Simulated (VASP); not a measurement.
# ZnO (P6_3mc) in VASP: further runs

ZnO is run at these levels: PBE; tasks: single point, relaxation of the atoms.

All numbers are computed with VASP 6.6.1; they aren't measurements. Logs are shortened: lines on timing, memory, paths and dates and some standing lists are left out, and cuts for length are marked.

**1. The cell of the first run**

Symmetry: P6_3mc, No. 186, hexagonal system. The conventional cell has a = 3.345 Å, b = 3.345 Å, c = 4.976 Å, α = 90.00°, β = 90.00°, γ = 120.00°. Zn (site symmetry 3m) has 4 O at 1.99 to 2.00 Å within 2.6 Å. Within 2.6 Å of O (site symmetry 3m) lie 4 Zn at 1.99 to 2.00 Å.

**2. Single point, PBE (uniaxial strain along c: -6.0 %, then relaxed in part)**

INCAR reads:

```
ALGO     = Normal         # electronic algorithm
EDIFF    = 1E-6           # SCF threshold, eV
ENCUT    = 1340           # plane-wave cutoff, eV
GGA      = PE             # functional
GGA_COMPAT= False        
ISIF     = 2              # what is computed and relaxed
ISMEAR   = 0              # smearing method
LASPH    = True           # aspherical terms in the spheres
LCHARG   = True           # write CHGCAR
LELF     = True           # ELF
LREAL    = False          # projectors in reciprocal space
LVHAR    = True         
LWAVE    = False          # write WAVECAR
NBANDS   = 26             # bands
NELM     = 120            # most SCF steps
PREC     = Accurate       # precision mode
SIGMA    = 0.02           # smearing width, eV
```

KPOINTS reads:

```
k-points
0
Gamma
  12 12 6
```

POSCAR reads:

```
ZnO
1.0
    3.3450917884      0.0000000000      0.0000000000
   -1.6725458942      2.8969344667      0.0000000000
    0.0000000000      0.0000000000      4.9756391749
Zn O
2 2
Direct
    0.6666666671      0.3333333329      0.4889495637
    0.3333333329      0.6666666671     -0.0110504363
    0.6666666662      0.3333333338      0.8913604363
    0.3333333338      0.6666666662      0.3913604363
```

Potentials or basis: VASP PAW PBE potentials, release 64 (Zn, O_h).

Launch:

```bash
$ cat potpaw_PBE.64/Zn/POTCAR potpaw_PBE.64/O_h/POTCAR > POTCAR
$ mpirun -np 1 vasp_std > vasp.out
```

OUTCAR:

```text
EDIFF = 1E-6
   ENCUT = 1340
   GGA = PE
   ISIF = 2
   ISMEAR = 0
   LASPH = True
   LREAL = False
   NELM = 120
   PREC = Accurate

 ion  position               nearest neighbor table
   1  0.667  0.333  0.489-   4 1.99   4 1.99   4 1.99   3 2.00
   2  0.333  0.667  0.989-   3 1.99   3 1.99   3 1.99   4 2.00
   3  0.667  0.333  0.891-   2 1.99   2 1.99   2 1.99   1 2.00
   4  0.333  0.667  0.391-   1 1.99   1 1.99   1 1.99   2 2.00

  LATTYP: Found a hexagonal cell.
 ALAT       =     3.3450917884
 C/A-ratio  =     1.4874447368

  Lattice vectors:

 A1 = (   3.3450917884,   0.0000000000,   0.0000000000)
 A2 = (  -1.6725458942,   2.8969344667,   0.0000000000)
 A3 = (   0.0000000000,   0.0000000000,   4.9756391749)

Analysis of symmetry for initial positions (statically):
=====================================================================
 Subroutine PRICEL returns:
 Original cell was already a primitive cell.

 Routine SETGRP: Setting up the symmetry group for a
 hexagonal supercell.

 Subroutine GETGRP returns: Found 12 space group operations
 (whereof  6 operations were pure point group operations)
 out of a pool of 24 trial point group operations.

The static configuration has the point symmetry C_3v.
 The point group associated with its full space group is C_6v.

Analysis of symmetry for dynamics (positions and initial velocities):
=====================================================================
 Subroutine PRICEL returns:
 Original cell was already a primitive cell.

 Routine SETGRP: Setting up the symmetry group for a
 hexagonal supercell.

 Subroutine GETGRP returns: Found 12 space group operations
 (whereof  6 operations were pure point group operations)
 out of a pool of 24 trial point group operations.

The dynamic configuration has the point symmetry C_3v.
 The point group associated with its full space group is C_6v.

 Subroutine INISYM returns: Found 12 space group operations
 (whereof  6 operations are pure point group operations),
 and found     1 'primitive' translations

----------------------------------------------------------------------------------------

                                     Primitive cell

  volume of cell :      48.2165

  direct lattice vectors                    reciprocal lattice vectors
     3.345091788  0.000000000  0.000000000     0.298945459  0.172596241  0.000000000
    -1.672545894  2.896934467  0.000000000     0.000000000  0.345192482  0.000000000
     0.000000000  0.000000000  4.975639175     0.000000000  0.000000000  0.200979204

  length of vectors
     3.345091788  3.345091788  4.975639175     0.345192482  0.345192482  0.200979204

  position of ions in fractional coordinates (direct lattice)
     0.666666667  0.333333333  0.488949564
     0.333333333  0.666666667  0.988949564
     0.666666666  0.333333334  0.891360436
     0.333333334  0.666666666  0.391360436

  ion indices of the primitive-cell ions
   primitive index   ion index
                 1           1
                 2           2
                 3           3
                 4           4

----------------------------------------------------------------------------------------

 KPOINTS: k-points

Automatic generation of k-mesh.
 Grid dimensions read from file:
 generate k-points for:   12   12    6

 Generating k-lattice:

  Cartesian coordinates                     Fractional coordinates (reciprocal lattice)
     0.024912122  0.014383020  0.000000000     0.083333333 -0.000000000  0.000000000
     0.000000000  0.028766040  0.000000000     0.000000000  0.083333333  0.000000000
     0.000000000  0.000000000  0.033496534     0.000000000  0.000000000  0.166666667

  Length of vectors
     0.028766040  0.028766040  0.033496534

  Shift w.r.t. Gamma in fractional coordinates (k-lattice)
     0.000000000  0.000000000  0.000000000

 Subroutine IBZKPT returns following result:
 ===========================================

 Found     76 irreducible k-points:

 Following reciprocal coordinates:
            Coordinates               Weight
  0.000000  0.000000  0.000000      1.000000
  0.083333  0.000000  0.000000      6.000000
  0.166667  0.000000  0.000000      6.000000
  0.250000  0.000000  0.000000      6.000000
  0.333333  0.000000  0.000000      6.000000
  0.416667  0.000000  0.000000      6.000000
[... 16 lines left out ...]
  0.250000  0.000000  0.166667     12.000000
  0.333333  0.000000  0.166667     12.000000
 [... further k-points ...]
   k-points           NKPTS =     76   k-points in BZ     NKDIM =     76   number of bands    NBANDS=     26
   number of dos      NEDOS =    301   number of ions     NIONS =      4
   total plane-waves  NPLWV =  96000
   dimension x,y,z NGX =    40 NGY =   40 NGZ =   60
   dimension x,y,z NGXF=    80 NGYF=   80 NGZF=  120
   ions per type =               2   2
   NGX,Y,Z   is equivalent  to a cutoff of  19.88, 19.88, 20.05 a.u.
   NGXF,Y,Z  is equivalent  to a cutoff of  39.76, 39.76, 40.09 a.u.
 SYSTEM =  unknown system
   PREC   = accura    normal or accurate (medium, high low for compatibility)
   ISTART =      0    job   : 0-new  1-cont  2-samecut
   ICHARG =      2    charge: 1-file 2-atom 10-const
   ISPIN  =      1    spin polarized calculation?
   LNONCOLLINEAR =      F non collinear calculations
   LSORBIT =      F    spin-orbit coupling
   LASPH  =      T    aspherical Exc in radial PAW
   ENCUT  = 1340.0 eV  98.49 Ry    9.92 a.u.   9.98  9.98 14.85*2*pi/ulx,y,z
   NELM   =    120;   NELMIN=  2; NELMDL= -5     # of ELM steps
   EDIFF  = 0.1E-05   stopping-criterion for ELM
   LREAL  =      F    real-space projection
   EDIFFG = 0.1E-04   stopping-criterion for IOM
   NSW    =      0    number of steps for IOM
   IBRION =     -1    ionic relax: 0-MD 1-quasi-New 2-CG
   NFREE  =      0    steps in history (QN), initial steepest desc. (CG)
   ISIF   =      2    stress and relaxation
   ISYM   =      2    0-nonsym 1-usesym 2-fastsym
   POTIM  = 0.5000    time-step for ionic-motion
   TEBEG  =    0.0;   TEEND  =   0.0 temperature during run
   PSTRESS=    0.0 pullay stress
   NELECT =      36.0000    total number of electrons
   NUPDOWN=      -1.0000    fix difference up-down
   EMIN   =  10.00;   EMAX   =-10.00  energy-range for DOS
   EFERMI =   0.00;   METHOD = LEGACY
   ISMEAR =     0;   SIGMA  =   0.02  broadening in eV -4-tet -1-fermi 0-gaus
   EFERMI_NEDOS =   21; number of points for ismear=-14 and -15
   IALGO  =     38    algorithm
   IMIX   =      4    mixing-type and parameters
     AMIX     =   0.40;   BMIX     =  1.00
     AMIX_MAG =   1.60;   BMIX_MAG =  1.00
  volume/ion in A,a.u.               =      12.05        81.35
  Fermi-wavevector in a.u.,A,eV,Ry     =   1.485173  2.806571 30.010911  2.205740
  Thomas-Fermi vector in A             =   2.598618
   LORBIT       =      0    0 simple, 1 ext, 2 COOP (PROOUT), +10 PAW based schemes
   GGA     = PE    functional components
   LHFCALC =     F    Hartree Fock is set to
   AEXX    =    0.0000 exact exchange contribution
   IVDW    =     0    specifies the selected vdW correction
   LEPSILON=     F    determine dielectric tensor
   LRPA    =     F    only Hartree local field effects (RPA)
 non-spin polarized calculation
 Gauss-broadening in eV      SIGMA  =   0.02
  energy-cutoff  :     1340.00
  volume of cell :       48.22
 maximum number of plane-waves:      5394
 NGX is ok and might be reduce to    40
   NGX = 19   NGY = 19   NGZ = 29

 number of electron      36.0000001 magnetization

 Free energy of the ion-electron system (eV)
  ---------------------------------------------------
  ext. energy  EPLUGINS =         0.00000000
  ---------------------------------------------------
  free energy    TOTEN  =       -17.79967502 eV

  energy without entropy =      -17.79967502  energy(sigma->0) =      -17.79967502

 E-fermi :   1.4280     XC(G=0): -10.8473

 val. band max:        1.3444731760   @ k =   0.0000   0.0000   0.0000
 cond. band min:       2.1792626243   @ k =   0.0000   0.0000   0.0000
 fundamental gap:      0.8347894483
 Fermi energy:         1.4279672655

 k-point     1 :       0.0000    0.0000    0.0000
  band No.  band energies     occupation
      1     -16.5534      2.00000
      2     -15.7355      2.00000
      3      -4.2490      2.00000
      4      -4.2490      2.00000
      5      -4.1259      2.00000
      6      -4.1259      2.00000
[... 18 lines left out ...]
     25      14.8856      0.00000
     26      16.8810      0.00000

 k-point     2 :       0.0833    0.0000    0.0000
  band No.  band energies     occupation
      1     -16.5181      2.00000
      2     -15.7238      2.00000
      3      -4.2856      2.00000
      4      -4.2222      2.00000
      5      -4.1282      2.00000
      6      -4.0941      2.00000
[... 18 lines left out ...]
     25      15.0207      0.00000
     26      16.6849      0.00000

 k-point     3 :       0.1667    0.0000    0.0000
  band No.  band energies     occupation
      1     -16.4185      2.00000
      2     -15.6939      2.00000
      3      -4.3705      2.00000
      4      -4.1490      2.00000
      5      -4.1362      2.00000
      6      -4.0029      2.00000
[... 18 lines left out ...]
     25      15.3126      0.00000
     26      15.6247      0.00000

 k-point     4 :       0.2500    0.0000    0.0000
  band No.  band energies     occupation
      1     -16.2731      2.00000
      2     -15.6593      2.00000
      3      -4.4504      2.00000
      4      -4.1492      2.00000
      5      -4.0523      2.00000
      6      -3.8640      2.00000
[... 18 lines left out ...]
     25      14.4433      0.00000
     26      15.4359      0.00000

 k-point     5 :       0.3333    0.0000    0.0000
  band No.  band energies     occupation
      1     -16.1107      2.00000
      2     -15.6379      2.00000
      3      -4.4761      2.00000
      4      -4.1680      2.00000
      5      -3.9659      2.00000
      6      -3.7202      2.00000
[... 18 lines left out ...]
     25      14.6286      0.00000
     26      15.2932      0.00000

 k-point     6 :       0.4167    0.0000    0.0000
  band No.  band energies     occupation
      1     -15.9704      2.00000
      2     -15.6410      2.00000
      3      -4.4312      2.00000
      4      -4.2023      2.00000
      5      -3.9128      2.00000
      6      -3.6689      2.00000
[... 427 lines left out ...]
 k-point    21 :       0.0833    0.0000    0.1667
  band No.  band energies     occupation
      1     -16.4664      2.00000
      2     -15.7782      2.00000
      3      -4.2952      2.00000
      4      -4.2235      2.00000
      5      -4.1714      2.00000
      6      -4.1129      2.00000
[... 18 lines left out ...]
     25      14.7666      0.00000
     26      15.4229      0.00000

 k-point    22 :       0.1667    0.0000    0.1667
  band No.  band energies     occupation
      1     -16.3705      2.00000
      2     -15.7424      2.00000
      3      -4.3915      2.00000
      4      -4.2114      2.00000
      5      -4.1489      2.00000
      6      -4.0230      2.00000
[... 18 lines left out ...]
     25      15.0047      0.00000
     26      15.0156      0.00000

 k-point    23 :       0.2500    0.0000    0.1667
  band No.  band energies     occupation
      1     -16.2310      2.00000
      2     -15.6989      2.00000
      3      -4.4799      2.00000
      4      -4.2423      2.00000
      5      -4.0488      2.00000
      6      -3.8867      2.00000
[... 18 lines left out ...]
     25      14.3019      0.00000
     26      15.1755      0.00000

 k-point    24 :       0.3333    0.0000    0.1667
  band No.  band energies     occupation
      1     -16.0766      2.00000
      2     -15.6665      2.00000
      3      -4.5150      2.00000
      4      -4.2688      2.00000
      5      -3.9563      2.00000
      6      -3.8008      2.00000
[... 18 lines left out ...]
     25      14.6043      0.00000
     26      15.1469      0.00000

 [... further k-points ...]

------------------------ aborting loop because EDIFF is reached ----------------------------------------

  FORCE on cell =-STRESS in cart. coord.  units (eV):
  Direction    XX          YY          ZZ          XY          YZ          ZX
  --------------------------------------------------------------------------------------
  -------------------------------------------------------------------------------------
  Total        0.2596728      0.2596728      2.2828561      0.0000000     -0.0000000      0.0000000
  in kB        8.6286211      8.6286211     75.8566258      0.0000000     -0.0000000      0.0000000
  external PRESSURE =      31.0379560 kB  Pullay stress =       0.0000000 kB

 VOLUME and BASIS-vectors are now :
 -----------------------------------------------------------------------------
  energy-cutoff  :     1340.00
  volume of cell :       48.22
      direct lattice vectors                 reciprocal lattice vectors
     3.345091788  0.000000000  0.000000000     0.298945459  0.172596241  0.000000000
    -1.672545894  2.896934467  0.000000000     0.000000000  0.345192482  0.000000000
     0.000000000  0.000000000  4.975639175     0.000000000  0.000000000  0.200979204

 POSITION                                       TOTAL-FORCE (eV/Angst)
 -----------------------------------------------------------------------------------
      1.67255      0.96564      2.43284         0.000000      0.000000     -0.012547
     -0.00000      1.93129      4.92066         0.000000     -0.000000     -0.012547
      1.67255      0.96564      4.43509         0.000000      0.000000      0.012547
      0.00000      1.93129      1.94727        -0.000000     -0.000000      0.012547
 -----------------------------------------------------------------------------------
    total drift:                               -0.000003      0.000002      0.000261

  FREE ENERGIE OF THE ION-ELECTRON SYSTEM (eV)
  ---------------------------------------------------
  free  energy   TOTEN  =       -17.7996750226 eV

  energy  without entropy=      -17.7996750226  energy(sigma->0) =      -17.79967502
```

Run time: 4.7 min. Hardware: 1 thread of Intel Xeon Platinum 8375C at 2.90GHz (Ice Lake), shared host; peak memory 0.53 GiB.

What came out:

```
Free energy            : -17.7997 eV
Pressure               : 3.1 GPa
Largest force          : 0.013 eV/Å
Band gap on the k mesh : 0.83 eV
```

Forces in eV/Å, atoms in the order of the input:
```
Zn   0.000  0.000 -0.013
Zn   0.000  0.000 -0.013
O    0.000  0.000  0.013
O    0.000  0.000  0.013
```

Stress tensor (GPa, compression positive):
```
0.86 0.00 0.00
0.00 0.86 0.00
0.00 0.00 7.59
```

Levels at points of the mesh, in eV from the valence-band top:
| k point | band 15 | band 16 | band 17 | band 18 | band 19 | band 20 | band 21 | band 22 |
| --- | --- | --- | --- | --- | --- | --- | --- | --- |
| (0.00, 0.00, 0.00) | -0.79 | -0.12 | 0.00 | 0.00 | 0.83 | 4.90 | 8.84 | 12.18 |
| (0.50, 0.00, 0.00) | -2.62 | -2.35 | -1.11 | -0.94 | 5.67 | 6.76 | 8.02 | 8.27 |
| (0.00, 0.00, 0.50) | -0.38 | -0.38 | -0.38 | -0.38 | 3.59 | 3.59 | 10.51 | 10.51 |
| (0.50, 0.00, 0.50) | -1.59 | -1.59 | -0.97 | -0.97 | 5.84 | 5.84 | 8.33 | 8.33 |

Caveat: the cell differs from its parent crystal (uniaxial strain along c: -6.0 %, then relaxed in part); the stress differs along the axes, from 1 to 8 GPa.

[end of part 1 of 2]
